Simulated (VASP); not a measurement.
# CaC2 (R-3m) in VASP: notebook

CaC2 is run at these levels: LDA; tasks: single point, relaxation of cell and atoms.

All numbers are computed with VASP 6.6.1; they aren't measurements. Logs are shortened: lines on timing, memory, paths and dates and some standing lists are left out, and cuts for length are marked.

## (1) The cell of the first run

The structure is trigonal, space group R-3m (No. 166). The conventional cell has a = 3.702 Å, b = 3.702 Å, c = 11.364 Å, α = 90.00°, β = 90.00°, γ = 120.00°. Ca (site symmetry -3m) has 12 C at 2.49 to 3.30 Å within 3.4 Å. Within 1.7 Å of C (site symmetry 3m) lie 1 C at 1.24 Å.

## (2) Single point, LDA

INCAR

```
PREC     = Accurate       # precision mode
ENCUT    = 520            # plane-wave cutoff, eV
EDIFF    = 1E-7           # SCF threshold, eV
ISMEAR   = 0              # smearing method
SIGMA    = 0.01           # smearing width, eV
LREAL    = False          # projectors in reciprocal space
LASPH    = True           # aspherical terms in the spheres
NELM     = 100            # most SCF steps
ALGO     = Normal         # electronic algorithm
ISIF     = 2              # what is computed and relaxed
LWAVE    = False          # write WAVECAR
LCHARG   = True           # write CHGCAR
LELF     = True           # ELF
LVHAR    = True         
NBANDS   = 16             # bands
```

KPOINTS

```
Automatic mesh
0
Gamma
  9 9 9
```

POSCAR

```
CaC2
1.0
    1.8507652688      1.0685398262      3.7880444199
   -1.8507652688      1.0685398262      3.7880444199
    0.0000000000     -2.1370796523      3.7880444199
Ca C
1 2
Direct
    0.0000000000      0.0000000000      0.0000000000
    0.5546307574      0.5546307574      0.5546307574
    0.4453692426      0.4453692426      0.4453692426
```

Potentials or basis: VASP PAW LDA potentials, release 64 (Ca_sv, C).

Started as:

```bash
$ cat potpaw_LDA.64/Ca_sv/POTCAR potpaw_LDA.64/C/POTCAR > POTCAR
$ mpirun -np 1 vasp_std > vasp.out
```

OUTCAR:

```text
PREC = Accurate
   ENCUT = 520
   EDIFF = 1E-7
   ISMEAR = 0
   LREAL = False
   LASPH = True
   NELM = 100
   ISIF = 2

 ion  position               nearest neighbor table
   1  0.000  0.000  0.000-   2 2.49   2 2.49   3 2.49   3 2.49   2 2.49   3 2.49
   2  0.555  0.555  0.555-   3 1.24   1 2.49   1 2.49   1 2.49
   3  0.445  0.445  0.445-   2 1.24   1 2.49   1 2.49   1 2.49

  LATTYP: Found a trigonal (rhomboedric) cell.
 ALAT       =     4.3492976407
 COS(alpha) =     0.6378450554

  Lattice vectors:

 A1 = (   1.8507652688,   1.0685398262,   3.7880444199)
 A2 = (  -1.8507652688,   1.0685398262,   3.7880444199)
 A3 = (   0.0000000000,  -2.1370796523,   3.7880444199)

Analysis of symmetry for initial positions (statically):
=====================================================================
 Subroutine PRICEL returns:
 Original cell was already a primitive cell.

 Routine SETGRP: Setting up the symmetry group for a
 trigonal (rhombohedral) supercell.

 Subroutine GETGRP returns: Found 12 space group operations
 (whereof 12 operations were pure point group operations)
 out of a pool of 12 trial point group operations.

The static configuration has the point symmetry D_3d.

Analysis of symmetry for dynamics (positions and initial velocities):
=====================================================================
 Subroutine PRICEL returns:
 Original cell was already a primitive cell.

 Routine SETGRP: Setting up the symmetry group for a
 trigonal (rhombohedral) supercell.

 Subroutine GETGRP returns: Found 12 space group operations
 (whereof 12 operations were pure point group operations)
 out of a pool of 12 trial point group operations.

The dynamic configuration has the point symmetry D_3d.

 Subroutine INISYM returns: Found 12 space group operations
 (whereof 12 operations are pure point group operations),
 and found     1 'primitive' translations

----------------------------------------------------------------------------------------

                                     Primitive cell

  volume of cell :      44.9478

  direct lattice vectors                    reciprocal lattice vectors
     1.850765269  1.068539826  3.788044420     0.270158517  0.155976092  0.087996152
    -1.850765269  1.068539826  3.788044420    -0.270158517  0.155976092  0.087996152
     0.000000000 -2.137079652  3.788044420     0.000000000 -0.311952185  0.087996152

  length of vectors
     4.349297641  4.349297641  4.349297641     0.324125729  0.324125729  0.324125729

  position of ions in fractional coordinates (direct lattice)
     0.000000000  0.000000000  0.000000000
     0.554630757  0.554630757  0.554630757
     0.445369243  0.445369243  0.445369243

  ion indices of the primitive-cell ions
   primitive index   ion index
                 1           1
                 2           2
                 3           3

----------------------------------------------------------------------------------------

 KPOINTS: Automatic mesh

Automatic generation of k-mesh.
 Grid dimensions read from file:
 generate k-points for:    9    9    9

 Generating k-lattice:

  Cartesian coordinates                     Fractional coordinates (reciprocal lattice)
     0.030017613  0.017330677  0.009777350     0.111111111 -0.000000000 -0.000000000
    -0.030017613  0.017330677  0.009777350    -0.000000000  0.111111111 -0.000000000
     0.000000000 -0.034661354  0.009777350    -0.000000000 -0.000000000  0.111111111

  Length of vectors
     0.036013970  0.036013970  0.036013970

  Shift w.r.t. Gamma in fractional coordinates (k-lattice)
     0.000000000  0.000000000  0.000000000

 Subroutine IBZKPT returns following result:
 ===========================================

 Found     85 irreducible k-points:

 Following reciprocal coordinates:
            Coordinates               Weight
  0.000000  0.000000  0.000000      1.000000
  0.111111 -0.000000  0.000000      6.000000
  0.222222  0.000000  0.000000      6.000000
  0.333333 -0.000000  0.000000      6.000000
  0.444444  0.000000  0.000000      6.000000
  0.111111  0.111111  0.000000      6.000000
[... 16 lines left out ...]
 -0.333333  0.333333  0.000000      6.000000
  0.444444  0.444444  0.000000      6.000000
 [... further k-points ...]
   k-points           NKPTS =     85   k-points in BZ     NKDIM =     85   number of bands    NBANDS=     16
   number of dos      NEDOS =    301   number of ions     NIONS =      3
   total plane-waves  NPLWV =  32768
   dimension x,y,z NGX =    32 NGY =   32 NGZ =   32
   dimension x,y,z NGXF=    64 NGYF=   64 NGZF=   64
   ions per type =               1   2
   NGX,Y,Z   is equivalent  to a cutoff of  12.23, 12.23, 12.23 a.u.
   NGXF,Y,Z  is equivalent  to a cutoff of  24.46, 24.46, 24.46 a.u.
 SYSTEM =  unknown system
   PREC   = accura    normal or accurate (medium, high low for compatibility)
   ISTART =      0    job   : 0-new  1-cont  2-samecut
   ICHARG =      2    charge: 1-file 2-atom 10-const
[... 31 lines left out ...]
   GGA     = CA    functional components
   LHFCALC =     F    Hartree Fock is set to
   AEXX    =    0.0000 exact exchange contribution
   IVDW    =     0    specifies the selected vdW correction
   LEPSILON=     F    determine dielectric tensor
   LRPA    =     F    only Hartree local field effects (RPA)
 non-spin polarized calculation
 Gauss-broadening in eV      SIGMA  =   0.01
  energy-cutoff  :      520.00
  volume of cell :       44.95
 maximum number of plane-waves:      1231
   NGX = 17   NGY = 17   NGZ = 17

 number of electron      18.0000001 magnetization

 Free energy of the ion-electron system (eV)
  ---------------------------------------------------
  ext. energy  EPLUGINS =         0.00000000
  ---------------------------------------------------
  free energy    TOTEN  =       -22.00755874 eV

  energy without entropy =      -22.00755874  energy(sigma->0) =      -22.00755874

 E-fermi :   1.8373     XC(G=0): -10.0308

 val. band max:        1.6982223584   @ k =   0.4444   0.4444   0.4444
 cond. band min:       4.0996725329   @ k =   0.4444   0.4444   0.0000
 fundamental gap:      2.4014501745
 Fermi energy:         1.8373235864

 k-point     1 :       0.0000    0.0000    0.0000
  band No.  band energies     occupation
      1     -36.4567      2.00000
      2     -17.8815      2.00000
      3     -17.6905      2.00000
      4     -17.6905      2.00000
      5     -11.1348      2.00000
      6      -1.4886      2.00000
[... 8 lines left out ...]
     15      11.2797      0.00000
     16      12.0541      0.00000

 k-point     2 :       0.1111   -0.0000    0.0000
  band No.  band energies     occupation
      1     -36.4534      2.00000
      2     -17.8790      2.00000
      3     -17.7295      2.00000
      4     -17.6969      2.00000
      5     -11.0673      2.00000
      6      -1.6078      2.00000
[... 8 lines left out ...]
     15      11.2385      0.00000
     16      12.3354      0.00000

 k-point     3 :       0.2222    0.0000    0.0000
  band No.  band energies     occupation
      1     -36.4453      2.00000
      2     -17.8774      2.00000
      3     -17.8210      2.00000
      4     -17.7132      2.00000
      5     -10.8955      2.00000
      6      -1.9182      2.00000
[... 8 lines left out ...]
     15      10.9998      0.00000
     16      11.7769      0.00000

 k-point     4 :       0.3333   -0.0000    0.0000
  band No.  band energies     occupation
      1     -36.4360      2.00000
      2     -17.9428      2.00000
      3     -17.8537      2.00000
      4     -17.7315      2.00000
      5     -10.6980      2.00000
      6      -2.2588      2.00000
[... 8 lines left out ...]
     15      10.3697      0.00000
     16      10.7748      0.00000
[... 324 lines left out ...]
 k-point    22 :      -0.4444    0.3333   -0.0000
  band No.  band energies     occupation
      1     -36.4263      2.00000
      2     -17.9337      2.00000
      3     -17.8692      2.00000
      4     -17.8346      2.00000
      5     -10.6647      2.00000
      6      -2.0606      2.00000
[... 8 lines left out ...]
     15      10.9096      0.00000
     16      11.4629      0.00000

 k-point    23 :      -0.3333    0.3333    0.0000
  band No.  band energies     occupation
      1     -36.4251      2.00000
      2     -17.9076      2.00000
      3     -17.8903      2.00000
      4     -17.8547      2.00000
      5     -10.6132      2.00000
      6      -2.0328      2.00000
[... 8 lines left out ...]
     15      10.9220      0.00000
     16      11.1601      0.00000

 k-point    24 :       0.4444    0.4444    0.0000
  band No.  band energies     occupation
      1     -36.4285      2.00000
      2     -17.9656      2.00000
      3     -17.8829      2.00000
      4     -17.7588      2.00000
      5     -10.7479      2.00000
      6      -2.0469      2.00000
[... 8 lines left out ...]
     15      11.0824      0.00000
     16      11.6741      0.00000

 [... further k-points ...]

------------------------ aborting loop because EDIFF is reached ----------------------------------------

  FORCE on cell =-STRESS in cart. coord.  units (eV):
  Direction    XX          YY          ZZ          XY          YZ          ZX
  --------------------------------------------------------------------------------------
  -------------------------------------------------------------------------------------
  Total        1.2260333      1.2260333      1.3389245      0.0000000      0.0000000     -0.0000000
  in kB       43.7023177     43.7023177     47.7263588      0.0000000      0.0000000     -0.0000000
  external PRESSURE =      45.0436647 kB  Pullay stress =       0.0000000 kB

 VOLUME and BASIS-vectors are now :
 -----------------------------------------------------------------------------
  energy-cutoff  :      520.00
  volume of cell :       44.95
      direct lattice vectors                 reciprocal lattice vectors
     1.850765269  1.068539826  3.788044420     0.270158517  0.155976092  0.087996152
    -1.850765269  1.068539826  3.788044420    -0.270158517  0.155976092  0.087996152
     0.000000000 -2.137079652  3.788044420     0.000000000 -0.311952185  0.087996152

 POSITION                                       TOTAL-FORCE (eV/Angst)
 -----------------------------------------------------------------------------------
      0.00000      0.00000      0.00000         0.000000     -0.000000      0.000000
      0.00000      0.00000      6.30290         0.000000      0.000000      0.084499
      0.00000      0.00000      5.06124         0.000000     -0.000000     -0.084499
 -----------------------------------------------------------------------------------
    total drift:                                0.000000      0.000000      0.000000

  FREE ENERGIE OF THE ION-ELECTRON SYSTEM (eV)
  ---------------------------------------------------
  free  energy   TOTEN  =       -22.0075587385 eV

  energy  without entropy=      -22.0075587385  energy(sigma->0) =      -22.00755874
```

Run time: 64 s. Hardware: 1 thread of Intel Xeon Platinum 8488C (Sapphire Rapids), shared host; peak memory 0.19 GiB.

Results:

* Free energy: -22.0076 eV
* Pressure: 4.5 GPa
* Largest force: 0.084 eV/Å
* Band gap on the k mesh: 2.40 eV (least direct gap 3.73 eV)

Forces on the atoms (eV/Å):
```
Ca   0.000  0.000  0.000
C    0.000  0.000  0.084
C    0.000  0.000 -0.084
```

Stress tensor (GPa, compression positive):
```
4.37 0.00 0.00
0.00 4.37 0.00
0.00 0.00 4.77
```

Levels at points of the mesh, in eV from the valence-band top:
```tsv
k point	band 6	band 7	band 8	band 9	band 10	band 11	band 12	band 13
(0.00, 0.00, 0.00)	-3.19	-2.66	-0.94	-0.94	2.79	2.79	4.24	5.66
```

Caveat: the cell stands under pressure; an odd mesh through Γ misses points on the zone boundary, where band edges can lie.

## (3) Relaxation of cell and atoms, LDA, target pressure 4 GPa, at which the enthalpy is minimised

This run uses another cell than the first one, of 15.81 Å³/atom.

INCAR

```
SYSTEM = CaC2
PREC = Accurate ; ENCUT = 600
EDIFF = 1E-6 ; ISMEAR = 0
SIGMA = 0.01 ; LREAL = .FALSE.
LASPH = .TRUE. ; NELM = 100
ALGO = Normal ; ISIF = 3
LWAVE = .FALSE. ; LCHARG = .FALSE.
GGA = CA ; IBRION = 2
NSW = 80 ; EDIFFG = -0.001
PSTRESS = 40.0
```

KPOINTS

```
regular mesh
0
G
  9 9 9
  0 0 0
```

POSCAR

```
CaC2
1.0
    1.8851418948      1.0883871804      3.8525105010
   -1.8851418948      1.0883871804      3.8525105010
    0.0000000000     -2.1767743608      3.8525105010
Ca C
1 2
Direct
    0.0000000000      0.0000000000      0.0000000000
    0.5538702776      0.5538702776      0.5538702776
    0.4461297224      0.4461297224      0.4461297224
```

Potentials or basis: VASP PAW LDA potentials, release 64 (Ca_sv, C).

Started as:

```bash
$ cat potpaw_LDA.64/Ca_sv/POTCAR potpaw_LDA.64/C/POTCAR > POTCAR
$ mpirun -np 1 vasp_std > vasp.out
```

It took 19 min on 1 thread of Intel Xeon Platinum 8488C (Sapphire Rapids), shared host; peak memory 0.22 GiB.

The run converged. Its results:

| Property | Result |
| --- | --- |
| Free energy | -22.0173 eV |
| Relaxed volume | 15.03 Å³/atom |
| Relaxed cell | a = 4.354 Å, b = 4.354 Å, c = 4.354 Å, α = 50.38°, β = 50.38°, γ = 50.38° |
| Space group after relaxing (to 0.1 Å) | R-3m (No. 166) |
| Energy change on relaxing (the run minimises the enthalpy) | +9.8 meV/atom |
| Ionic steps | 67 |
| Pressure after relaxing | 4.0 GPa |
| Band gap on the k mesh | 2.41 eV (least direct gap 3.73 eV) |

Step by step:
| step | energy change (eV) | largest force (eV/Å) | pressure (GPa) | volume (Å³) |
| --- | --- | --- | --- | --- |
| 1 | 0.0000 | 0.0777 | 0.33 | 47.43 |
| 3 | 0.0268 | 0.7819 | 4.48 | 45.36 |
| 5 | 0.0302 | 0.0170 | 4.06 | 45.07 |
| 7 | 0.0301 | 0.0001 | 4.03 | 45.07 |
| 9 | 0.0283 | 0.0293 | 3.87 | 45.15 |
| 11 | 0.0292 | 0.0154 | 3.95 | 45.11 |
| 13 | 0.0291 | 0.0077 | 3.99 | 45.11 |
| 15 | 0.0291 | 0.0126 | 3.98 | 45.11 |
| 17 | 0.0291 | 0.0102 | 3.97 | 45.11 |
| 19 | 0.0293 | 0.0163 | 3.95 | 45.11 |
| 21 | 0.0292 | 0.0035 | 3.97 | 45.11 |
| 23 | 0.0295 | 0.0025 | 4.01 | 45.10 |
| 25 | 0.0296 | 0.0065 | 3.98 | 45.09 |
| 27 | 0.0297 | 0.0087 | 4.04 | 45.09 |
| 29 | 0.0296 | 0.0069 | 4.02 | 45.09 |
| 31 | 0.0299 | 0.0199 | 4.00 | 45.08 |
| 33 | 0.0298 | 0.0057 | 4.01 | 45.09 |
| 35 | 0.0297 | 0.0012 | 4.01 | 45.09 |
| 37 | 0.0297 | 0.0025 | 4.00 | 45.09 |
| 39 | 0.0297 | 0.0081 | 4.02 | 45.09 |
| 41 | 0.0297 | 0.0050 | 4.01 | 45.09 |
| 43 | 0.0297 | 0.0038 | 4.02 | 45.09 |
| 45 | 0.0295 | 0.0043 | 3.99 | 45.10 |
| 47 | 0.0294 | 0.0028 | 4.00 | 45.10 |
| 49 | 0.0291 | 0.0032 | 3.97 | 45.11 |
| 51 | 0.0293 | 0.0044 | 3.96 | 45.11 |
| 53 | 0.0294 | 0.0073 | 3.98 | 45.10 |
| 55 | 0.0294 | 0.0026 | 3.99 | 45.10 |
| 57 | 0.0299 | 0.0250 | 4.05 | 45.08 |
| 59 | 0.0296 | 0.0077 | 4.02 | 45.09 |
| 61 | 0.0295 | 0.0053 | 4.00 | 45.10 |
| 63 | 0.0295 | 0.0047 | 4.00 | 45.10 |
| 65 | 0.0295 | 0.0021 | 4.00 | 45.10 |
| 67 | 0.0295 | 0.0008 | 3.99 | 45.10 |

Final structure:
```cif
data_structure
_symmetry_space_group_name_H-M 'P 1'
_symmetry_Int_Tables_number 1
_cell_length_a 4.3537
_cell_length_b 4.3537
_cell_length_c 4.3537
_cell_angle_alpha 50.378
_cell_angle_beta 50.378
_cell_angle_gamma 50.378
_cell_volume 45.10
loop_
_atom_site_label
_atom_site_type_symbol
_atom_site_fract_x
_atom_site_fract_y
_atom_site_fract_z
_atom_site_occupancy
Ca1 Ca 0.00000 0.00000 0.00000 1
C1 C 0.55463 0.55463 0.55463 1
C2 C 0.44537 0.44537 0.44537 1
```

Levels at points of the mesh, in eV from the valence-band top:
```
           k point  band 6  band 7  band 8  band 9  band 10  band 11  band 12  band 13
(0.00, 0.00, 0.00)   -3.18   -2.66   -0.93   -0.93     2.79     2.79     4.24     5.65
```

Caveat: the cell is relaxed towards a set pressure, so the run minimises the enthalpy, not the energy; an odd mesh through Γ misses points on the zone boundary, where band edges can lie.

## (4) Single point, LDA

This run uses another cell than the first one, of 17.26 Å³/atom.

INCAR

```
SYSTEM = CaC2
ALGO = Normal
EDIFF = 1E-6
ENCUT = 910
GGA = CA
GGA_COMPAT = .False.
ISIF = 2
ISMEAR = 0
LASPH = .True.
LCHARG = .False.
LREAL = .False.
LWAVE = .False.
NBANDS = 16
NELM = 120
PREC = Accurate
SIGMA = 0.1
```

KPOINTS

```
k-points
0
Gamma
  6 6 6
  0 0 0
```

POSCAR

```
CaC2
1.0
    1.9443979843      1.1225986996      3.9538747767
   -1.9443979843      1.1225986996      3.9538747767
    0.0000000000     -2.2451973993      3.9538747767
Ca C
1 2
Direct
    0.0000000000      0.0000000000      0.0000000000
    0.5529150000      0.5529150000      0.5529150000
    0.4470850000      0.4470850000      0.4470850000
```

Potentials or basis: VASP PAW LDA potentials, release 64 (Ca_sv, C_h).

Started as:

```bash
$ cat potpaw_LDA.64/Ca_sv/POTCAR potpaw_LDA.64/C_h/POTCAR > POTCAR
$ mpirun -np 1 vasp_std > vasp.out
```

Wall time 30 s (1 thread of Intel Xeon 6975P-C (Granite Rapids), shared host); peak memory 0.28 GiB.

It converged, with:

| Quantity | Value |
| --- | --- |
| Free energy | -21.9971 eV |
| Pressure | -5.1 GPa |
| Largest force | 0.352 eV/Å |
| Band gap on the k mesh | 2.53 eV (least direct gap 3.83 eV) |

Forces on the atoms (eV/Å):
```
Ca   0.000  0.000  0.000
C    0.000  0.000 -0.352
C    0.000  0.000  0.352
```

Stress tensor (GPa, compression positive):
```
-4.64  0.00  0.00
 0.00 -4.64  0.00
 0.00  0.00 -6.01
```

Levels at points of the mesh, in eV from the valence-band top:
```tsv
k point	band 7	band 8	band 9	band 10	band 11	band 12
(0.00, 0.00, 0.00)	-2.71	-0.80	-0.80	3.03	3.03	4.12
(0.50, 0.00, 0.00)	-2.77	-1.53	-1.16	4.92	4.99	5.10
(0.50, 0.50, 0.00)	-2.10	-1.31	-1.30	2.53	3.95	4.64
(0.50, 0.50, 0.50)	-1.49	-1.49	0.00	5.53	5.61	5.81
```

Caveat: the cutoff is under 1.25 times the usual one of these potentials, so pressure, stress and relaxed cells hold a basis-set (Pulay) error; the cell stands under tension.

## (5) Overview

```tsv
task	potentials or basis	cell	k mesh	cutoff (eV)	smearing	gap on the mesh (eV)	pressure (GPa)	largest force (eV/Å)
single point	VASP PAW LDA potentials, release 64 (Ca_sv, C)	a = 4.349 Å, angles 50.4°, 3 atoms, atomic positions A	9 × 9 × 9	520	gaussian 0.01 eV	2.40	4.5	0.08
relaxation of cell and atoms	VASP PAW LDA potentials, release 64 (Ca_sv, C)	relaxed to 4 GPa from a = 4.425 Å, angles 50.4°, 3 atoms, atomic positions A	9 × 9 × 9	600	gaussian 0.01 eV	2.41	4.0	-
single point	VASP PAW LDA potentials, release 64 (Ca_sv, C_h)	a = 4.547 Å, angles 50.6°, 3 atoms, atomic positions B	6 × 6 × 6	910	gaussian 0.1 eV	2.53	-5.1	0.35
```

Alike in all rows: level LDA; no spin polarisation.

Caveats: an odd mesh through Γ misses points on the zone boundary, where band edges can lie (at least some runs); the cell stands under pressure (at least some runs); the cell is relaxed towards a set pressure, so the run minimises the enthalpy, not the energy (at least some runs); the cutoff is under 1.25 times the usual one of these potentials, so pressure, stress and relaxed cells hold a basis-set (Pulay) error (at least some runs); the cell stands under tension (at least some runs).

Total energies depend on the potentials used, so only differences within one code and one set of settings carry meaning.
